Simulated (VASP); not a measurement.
Runs of VASP 6.6.1 on P. The structure is that of space group Pm-3m (No. 221), or close to it. The cells are those of the table. 

```tsv
task	cell	k mesh	gap on the mesh (eV)	pressure (GPa)
relaxation of cell and atoms	relaxed to 12.5 GPa from a = 2.559 Å, 1 atom	8 × 8 × 8	none	12.2
single point	a = 2.377 Å, 1 atom	18 × 18 × 18	none	7.6
single point	a = 2.559 Å, 1 atom	8 × 8 × 8	none	-14.5
single point	a = 2.356 Å, 1 atom	8 × 8 × 8	none	13.1
single point	a = 2.402 Å, 1 atom	18 × 18 × 18	none	(a)
single point	a = 2.330 Å, 1 atom	18 × 18 × 18	none	(b)
single point	a = 2.307 Å, 1 atom	18 × 18 × 18	none	25.1
```

Alike in all rows: level PBEsol; potentials or basis VASP PAW PBE potentials, release 64 (P); no spin polarisation; cutoff (eV) 500; smearing gaussian 0.1 eV.

Fill in the values left out.

(a) 3.1; (b) 18.8.

Caveats: the PAW data sets were made with another functional, which shifts forces and pressure a little; the cell is relaxed towards a set pressure, so the enthalpy falls and the energy may rise (some runs).

A gap of «none» marks levels without a gap at the run's occupations.
